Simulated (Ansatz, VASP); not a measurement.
**Sb in VASP and in Ansatz**

```xyz
6
Lattice="3.3690 0.0000 0.0000 -1.6845 2.9176 0.0000 0.0000 0.0000 28.3250" Properties=species:S:1:pos:R:3 pbc="T T T"
Sb    1.6845    0.9725    7.5000
Sb    0.0000    1.9451   10.1650
Sb    1.6845    0.9725   12.8300
Sb    0.0000    1.9451   15.4950
Sb    1.6845    0.9725   18.1600
Sb    0.0000    1.9451   20.8250
```

Alike in both runs: functional RPBE; k mesh 9 × 9 × 1; occupations fermi-dirac, width 0.05 eV; no spin polarisation.

|  | VASP | Ansatz |
| --- | --- | --- |
| version | VASP 6.6.1 | Ansatz 0.2.0 |
| potentials or method | VASP PAW PBE potentials, release 64 (Sb) | Ansatz PAW |
| plane-wave cutoff (eV) | 520 | 420 |
| valence electrons in the cell | 30 | 90 |
| task | single point | projected density of states |

Ansatz gave:

```
gap on the k mesh at the Fermi level (eV) : none
rms of the force components (eV/Å)        : 0.110
```

Q: Estimate VASP's values.

A: gap on the k mesh at the Fermi level (eV): none; rms of the force components (eV/Å): 0.111.

VASP's potentials were made for PBE, not for RPBE. Atom by atom the forces differ by 0.004 eV/Å (rms over components). A gap of «none» marks a metal or a gap that the smearing closes. VASP's potentials hold 30 valence electrons a cell and Ansatz's 90, so a difference there can come from the potentials and not from the codes.

Spin-orbit coupling is off throughout.
